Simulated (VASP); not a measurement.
# KI in VASP: further runs

Runs on KI. Level: PBEsol. Tasks: single point.

All numbers are computed with VASP 6.6.1; they aren't measurements. Logs are shortened: lines on timing, memory, paths and dates and some standing lists are left out, and cuts for length are marked.

### 1 The cell of the first run

The structure is cubic, space group Fm-3m (No. 225). The conventional cell has a = 7.613 Å, b = 7.613 Å, c = 7.613 Å, α = 90.00°, β = 90.00°, γ = 90.00°. K (site symmetry m-3m) has 6 I at 3.81 Å within 5.0 Å. I (site symmetry m-3m) has 6 K at 3.81 Å within 5.0 Å.

### 2 Single point, PBEsol (strain +0.080 along x and y, +0.080 along z)

Contents of INCAR:

```
SYSTEM = KI
  PREC = Accurate
  ENCUT = 520
  EDIFF = 1E-6
  ISMEAR = 0
  SIGMA = 0.05
  LREAL = .FALSE.
  LASPH = .TRUE.
  NELM = 80
  ALGO = Normal
  ISIF = 2
  LWAVE = .FALSE.
  LCHARG = .FALSE.
  GGA = PS
  NBANDS = 15
```

Contents of KPOINTS:

```
regular mesh
0
G
  6 6 6
  0 0 0
```

Contents of POSCAR:

```
KI
1.0
    0.0000000000      3.8065140000      3.8065140000
    3.8065140000      0.0000000000      3.8065140000
    3.8065140000      3.8065140000      0.0000000000
K I
1 1
Direct
    0.0000000000      0.0000000000      0.0000000000
    0.5000000000      0.5000000000      0.5000000000
```

Potentials or basis: VASP PAW PBE potentials, release 64 (K_sv, I).

The run is started by

```sh
$ cat potpaw_PBE.64/K_sv/POTCAR potpaw_PBE.64/I/POTCAR > POTCAR
$ mpirun -np 1 vasp_std > vasp.out
```

OUTCAR:

```text
SYSTEM = KI
   PREC = Accurate
   ENCUT = 520
   EDIFF = 1E-6
   ISMEAR = 0
   LREAL = .FALSE.
   LASPH = .TRUE.
   NELM = 80
   ISIF = 2
   GGA = PS

 ion  position               nearest neighbor table
   1  0.000  0.000  0.000-
   2  0.500  0.500  0.500-

  LATTYP: Found a face centered cubic cell.
 ALAT       =     7.6130280000

  Lattice vectors:

 A1 = (   0.0000000000,   3.8065140000,   3.8065140000)
 A2 = (   3.8065140000,   0.0000000000,   3.8065140000)
 A3 = (   3.8065140000,   3.8065140000,   0.0000000000)

Analysis of symmetry for initial positions (statically):
=====================================================================
 Subroutine PRICEL returns:
 Original cell was already a primitive cell.

 Routine SETGRP: Setting up the symmetry group for a
 face centered cubic supercell.

 Subroutine GETGRP returns: Found 48 space group operations
 (whereof 48 operations were pure point group operations)
 out of a pool of 48 trial point group operations.

The static configuration has the point symmetry O_h .

Analysis of symmetry for dynamics (positions and initial velocities):
=====================================================================
 Subroutine PRICEL returns:
 Original cell was already a primitive cell.

 Routine SETGRP: Setting up the symmetry group for a
 face centered cubic supercell.

 Subroutine GETGRP returns: Found 48 space group operations
 (whereof 48 operations were pure point group operations)
 out of a pool of 48 trial point group operations.

The dynamic configuration has the point symmetry O_h .

 Subroutine INISYM returns: Found 48 space group operations
 (whereof 48 operations are pure point group operations),
 and found     1 'primitive' translations

----------------------------------------------------------------------------------------

                                     Primitive cell

  volume of cell :     110.3093

  direct lattice vectors                    reciprocal lattice vectors
     0.000000000  3.806514000  3.806514000    -0.131353779  0.131353779  0.131353779
     3.806514000  0.000000000  3.806514000     0.131353779 -0.131353779  0.131353779
     3.806514000  3.806514000  0.000000000     0.131353779  0.131353779 -0.131353779

  length of vectors
     5.383223724  5.383223724  5.383223724     0.227511420  0.227511420  0.227511420

  position of ions in fractional coordinates (direct lattice)
     0.000000000  0.000000000  0.000000000
     0.500000000  0.500000000  0.500000000

  ion indices of the primitive-cell ions
   primitive index   ion index
                 1           1
                 2           2

----------------------------------------------------------------------------------------

 KPOINTS: regular mesh

Automatic generation of k-mesh.
 Grid dimensions read from file:
 generate k-points for:    6    6    6

 Generating k-lattice:

  Cartesian coordinates                     Fractional coordinates (reciprocal lattice)
    -0.021892297  0.021892297  0.021892297     0.166666667  0.000000000  0.000000000
     0.021892297 -0.021892297  0.021892297     0.000000000  0.166666667  0.000000000
     0.021892297  0.021892297 -0.021892297     0.000000000  0.000000000  0.166666667

  Length of vectors
     0.037918570  0.037918570  0.037918570

  Shift w.r.t. Gamma in fractional coordinates (k-lattice)
     0.000000000  0.000000000  0.000000000

 Subroutine IBZKPT returns following result:
 ===========================================

 Found     16 irreducible k-points:

 Following reciprocal coordinates:
            Coordinates               Weight
  0.000000  0.000000  0.000000      1.000000
  0.166667  0.000000  0.000000      8.000000
  0.333333  0.000000  0.000000      8.000000
  0.500000  0.000000  0.000000      4.000000
  0.166667  0.166667  0.000000      6.000000
  0.333333  0.166667  0.000000     24.000000
[... 8 lines left out ...]
 -0.333333  0.333333  0.166667     24.000000
 -0.333333  0.500000  0.166667     12.000000
   k-points           NKPTS =     16   k-points in BZ     NKDIM =     16   number of bands    NBANDS=     15
   number of dos      NEDOS =    301   number of ions     NIONS =      2
   total plane-waves  NPLWV =  64000
   dimension x,y,z NGX =    40 NGY =   40 NGZ =   40
   dimension x,y,z NGXF=    80 NGYF=   80 NGZF=   80
   ions per type =               1   1
   NGX,Y,Z   is equivalent  to a cutoff of  12.35, 12.35, 12.35 a.u.
   NGXF,Y,Z  is equivalent  to a cutoff of  24.71, 24.71, 24.71 a.u.
 SYSTEM =  KI
   PREC   = accura    normal or accurate (medium, high low for compatibility)
   ISTART =      0    job   : 0-new  1-cont  2-samecut
   ICHARG =      2    charge: 1-file 2-atom 10-const
   ISPIN  =      1    spin polarized calculation?
   LNONCOLLINEAR =      F non collinear calculations
   LSORBIT =      F    spin-orbit coupling
   LASPH  =      T    aspherical Exc in radial PAW
   ENCUT  =  520.0 eV  38.22 Ry    6.18 a.u.  10.01 10.01 10.01*2*pi/ulx,y,z
   NELM   =     80;   NELMIN=  2; NELMDL= -5     # of ELM steps
   EDIFF  = 0.1E-05   stopping-criterion for ELM
   LREAL  =      F    real-space projection
   EDIFFG = 0.1E-04   stopping-criterion for IOM
   NSW    =      0    number of steps for IOM
   IBRION =     -1    ionic relax: 0-MD 1-quasi-New 2-CG
   NFREE  =      0    steps in history (QN), initial steepest desc. (CG)
   ISIF   =      2    stress and relaxation
   ISYM   =      2    0-nonsym 1-usesym 2-fastsym
   POTIM  = 0.5000    time-step for ionic-motion
   TEBEG  =    0.0;   TEEND  =   0.0 temperature during run
   PSTRESS=    0.0 pullay stress
   NELECT =      16.0000    total number of electrons
   NUPDOWN=      -1.0000    fix difference up-down
   EMIN   =  10.00;   EMAX   =-10.00  energy-range for DOS
   EFERMI =   0.00;   METHOD = LEGACY
   ISMEAR =     0;   SIGMA  =   0.05  broadening in eV -4-tet -1-fermi 0-gaus
   EFERMI_NEDOS =   21; number of points for ismear=-14 and -15
   IALGO  =     38    algorithm
   IMIX   =      4    mixing-type and parameters
     AMIX     =   0.40;   BMIX     =  1.00
     AMIX_MAG =   1.60;   BMIX_MAG =  1.00
  volume/ion in A,a.u.               =      55.15       372.20
  Fermi-wavevector in a.u.,A,eV,Ry     =   0.860156  1.625460 10.066528  0.739869
  Thomas-Fermi vector in A             =   1.977619
   LORBIT       =      0    0 simple, 1 ext, 2 COOP (PROOUT), +10 PAW based schemes
   GGA     = PS    functional components
   LHFCALC =     F    Hartree Fock is set to
   AEXX    =    0.0000 exact exchange contribution
   IVDW    =     0    specifies the selected vdW correction
   LEPSILON=     F    determine dielectric tensor
   LRPA    =     F    only Hartree local field effects (RPA)
 non-spin polarized calculation
 Gauss-broadening in eV      SIGMA  =   0.05
  energy-cutoff  :      520.00
  volume of cell :      110.31
 maximum number of plane-waves:      2988
   NGX = 21   NGY = 21   NGZ = 21

 number of electron      16.0000002 magnetization

 Free energy of the ion-electron system (eV)
  ---------------------------------------------------
  ext. energy  EPLUGINS =         0.00000000
  ---------------------------------------------------
  free energy    TOTEN  =        -5.66143132 eV

  energy without entropy =       -5.66143132  energy(sigma->0) =       -5.66143132

 E-fermi :  -1.2195     XC(G=0):  -6.4649

 val. band max:       -1.4794753474   @ k =   0.0000   0.0000   0.0000
 cond. band min:       1.9370107971   @ k =   0.0000   0.0000   0.0000
 fundamental gap:      3.4164861445
 Fermi energy:        -1.2195193911

 k-point     1 :       0.0000    0.0000    0.0000
  band No.  band energies     occupation
      1     -30.2785      2.00000
      2     -13.8050      2.00000
      3     -13.8050      2.00000
      4     -13.8050      2.00000
      5     -11.7473      2.00000
      6      -1.4795      2.00000
      7      -1.4795      2.00000
      8      -1.4795      2.00000
      9       1.9370      0.00000
     10       4.9795      0.00000
     11       4.9795      0.00000
     12       4.9795      0.00000
     13       5.5748      0.00000
     14       5.5748      0.00000
     15       7.8318      0.00000

 k-point     2 :       0.1667    0.0000    0.0000
  band No.  band energies     occupation
      1     -30.2783      2.00000
      2     -13.8152      2.00000
      3     -13.8053      2.00000
      4     -13.8053      2.00000
      5     -11.7223      2.00000
      6      -1.7606      2.00000
      7      -1.5307      2.00000
      8      -1.5307      2.00000
      9       2.4440      0.00000
     10       4.8336      0.00000
     11       5.2128      0.00000
     12       5.2128      0.00000
     13       5.7853      0.00000
     14       5.7853      0.00000
     15       8.4776      0.00000

 k-point     3 :       0.3333    0.0000    0.0000
  band No.  band energies     occupation
      1     -30.2781      2.00000
      2     -13.8352      2.00000
      3     -13.8060      2.00000
      4     -13.8060      2.00000
      5     -11.6723      2.00000
      6      -2.1993      2.00000
      7      -1.6280      2.00000
      8      -1.6280      2.00000
      9       3.3325      0.00000
     10       4.9491      0.00000
     11       5.7430      0.00000
     12       5.7430      0.00000
     13       6.3828      0.00000
     14       6.3828      0.00000
     15       7.2539      0.00000

 k-point     4 :       0.5000    0.0000    0.0000
  band No.  band energies     occupation
      1     -30.2779      2.00000
      2     -13.8449      2.00000
      3     -13.8063      2.00000
      4     -13.8063      2.00000
      5     -11.6475      2.00000
      6      -2.3823      2.00000
      7      -1.6744      2.00000
      8      -1.6744      2.00000
      9       3.6746      0.00000
     10       5.3413      0.00000
     11       6.1355      0.00000
     12       6.1356      0.00000
     13       6.7406      0.00000
     14       6.7536      0.00000
     15       6.7536      0.00000
[... 163 lines left out ...]
 k-point    14 :       0.5000    0.3333    0.1667
  band No.  band energies     occupation
      1     -30.2779      2.00000
      2     -13.8287      2.00000
      3     -13.8123      2.00000
      4     -13.8086      2.00000
      5     -11.6663      2.00000
      6      -2.1547      2.00000
      7      -1.7986      2.00000
      8      -1.7153      2.00000
      9       4.0100      0.00000
     10       4.3444      0.00000
     11       5.2454      0.00000
     12       6.3951      0.00000
     13       6.5773      0.00000
     14       6.6442      0.00000
     15       7.5892      0.00000

 k-point    15 :      -0.3333    0.3333    0.1667
  band No.  band energies     occupation
      1     -30.2778      2.00000
      2     -13.8287      2.00000
      3     -13.8140      2.00000
      4     -13.8104      2.00000
      5     -11.6575      2.00000
      6      -2.1408      2.00000
      7      -1.9123      2.00000
      8      -1.7632      2.00000
      9       4.4281      0.00000
     10       4.7314      0.00000
     11       4.8942      0.00000
     12       6.0582      0.00000
     13       6.6550      0.00000
     14       7.1533      0.00000
     15       7.5857      0.00000

 k-point    16 :      -0.3333    0.5000    0.1667
  band No.  band energies     occupation
      1     -30.2777      2.00000
      2     -13.8190      2.00000
      3     -13.8168      2.00000
      4     -13.8142      2.00000
      5     -11.6648      2.00000
      6      -2.0882      2.00000
      7      -1.8679      2.00000
      8      -1.8368      2.00000
      9       4.1642      0.00000
     10       4.2551      0.00000
     11       5.3831      0.00000
     12       6.0049      0.00000
     13       6.5997      0.00000
     14       7.5744      0.00000
     15       7.6857      0.00000

------------------------ aborting loop because EDIFF is reached ----------------------------------------

  FORCE on cell =-STRESS in cart. coord.  units (eV):
  Direction    XX          YY          ZZ          XY          YZ          ZX
  --------------------------------------------------------------------------------------
  -------------------------------------------------------------------------------------
  Total       -1.1193731     -1.1193731     -1.1193731     -0.0000000      0.0000000      0.0000000
  in kB      -16.2582254    -16.2582254    -16.2582254     -0.0000000      0.0000000      0.0000000
  external PRESSURE =     -16.2582254 kB  Pullay stress =       0.0000000 kB

 VOLUME and BASIS-vectors are now :
 -----------------------------------------------------------------------------
  energy-cutoff  :      520.00
  volume of cell :      110.31
      direct lattice vectors                 reciprocal lattice vectors
     0.000000000  3.806514000  3.806514000    -0.131353779  0.131353779  0.131353779
     3.806514000  0.000000000  3.806514000     0.131353779 -0.131353779  0.131353779
     3.806514000  3.806514000  0.000000000     0.131353779  0.131353779 -0.131353779

 POSITION                                       TOTAL-FORCE (eV/Angst)
 -----------------------------------------------------------------------------------
      0.00000      0.00000      0.00000        -0.000000      0.000000      0.000000
      3.80651      3.80651      3.80651         0.000000      0.000000      0.000000
 -----------------------------------------------------------------------------------
    total drift:                                0.000000     -0.000000     -0.000000

  FREE ENERGIE OF THE ION-ELECTRON SYSTEM (eV)
  ---------------------------------------------------
  free  energy   TOTEN  =        -5.6614313225 eV

  energy  without entropy=       -5.6614313225  energy(sigma->0) =       -5.66143132
```

Wall time 22 s (1 thread of Intel Xeon Platinum 8488C (Sapphire Rapids), shared host); peak memory 0.24 GiB.

Results:

```yaml
Free_energy: -5.6614 eV
Pressure: -1.6 GPa
Band_gap_on_the_k_mesh: 3.42 eV
```

Caveat: the cell differs from its parent crystal (strain +0.080 along x and y, +0.080 along z); the PAW data sets were made with another functional, which shifts forces and pressure a little; spin-orbit coupling is left out, which moves the levels of the heavy elements.

### 3 Single point, PBEsol (strain -0.080 along x and y, -0.040 along z)

INCAR, as its differences from that of step 2:

```diff
@@ -8,3 +8,3 @@
   LASPH = .TRUE.
-  NELM = 80
+  NELM = 60
   ALGO = Normal
```

Contents of KPOINTS:

```
Automatic mesh
0
G
  6 6 6
  0 0 0
```

Contents of POSCAR:

```
KI
1.0
    0.0000000000      3.2425860000      3.3835680000
    3.2425860000      0.0000000000      3.3835680000
    3.2425860000      3.2425860000      0.0000000000
K I
1 1
Direct
    0.0000000000      0.0000000000      0.0000000000
    0.5000000000      0.5000000000      0.5000000000
```

Potentials or basis: VASP PAW PBE potentials, release 64 (K_sv, I).

The run is started by

```sh
$ cat potpaw_PBE.64/K_sv/POTCAR potpaw_PBE.64/I/POTCAR > POTCAR
$ mpirun -np 1 vasp_std > vasp.out
```

Run time: 20 s. Hardware: 1 thread of Intel Xeon Platinum 8488C (Sapphire Rapids), shared host; peak memory 0.21 GiB.

The run converged. Its results:

| Property | Result |
| --- | --- |
| Free energy | -5.6499 eV |
| Pressure | 3.9 GPa |
| Band gap on the k mesh | 4.30 eV (least direct gap 4.31 eV) |

Stress tensor (GPa, compression positive):
```
4.79 0.00 0.00
0.00 4.79 0.00
0.00 0.00 2.15
```

Levels at points of the mesh, in eV from the valence-band top:
| k point | band 4 | band 5 | band 6 | band 7 | band 8 | band 9 | band 10 | band 11 | band 12 | band 13 |
| --- | --- | --- | --- | --- | --- | --- | --- | --- | --- | --- |
| (0.00, 0.00, 0.00) | -11.64 | -10.97 | -0.06 | 0.00 | 0.00 | 4.31 | 6.00 | 6.30 | 6.30 | 7.03 |
| (0.50, 0.00, 0.00) | -11.66 | -10.19 | -1.97 | -0.63 | -0.59 | 5.52 | 8.06 | 8.29 | 8.65 | 8.89 |
| (0.50, 0.50, 0.00) | -11.70 | -10.73 | -1.48 | -0.45 | -0.45 | 4.33 | 6.16 | 8.12 | 9.32 | 9.64 |
| (0.50, 0.00, 0.50) | -11.68 | -10.70 | -1.37 | -0.57 | -0.55 | 4.30 | 6.13 | 8.23 | 9.36 | 9.74 |

Caveat: the cell differs from its parent crystal (strain -0.080 along x and y, -0.040 along z); the cell stands under pressure; the PAW data sets were made with another functional, which shifts forces and pressure a little; spin-orbit coupling is left out, which moves the levels of the heavy elements. A k mesh can miss the band edges.

(Continued in part 2 of 2.)
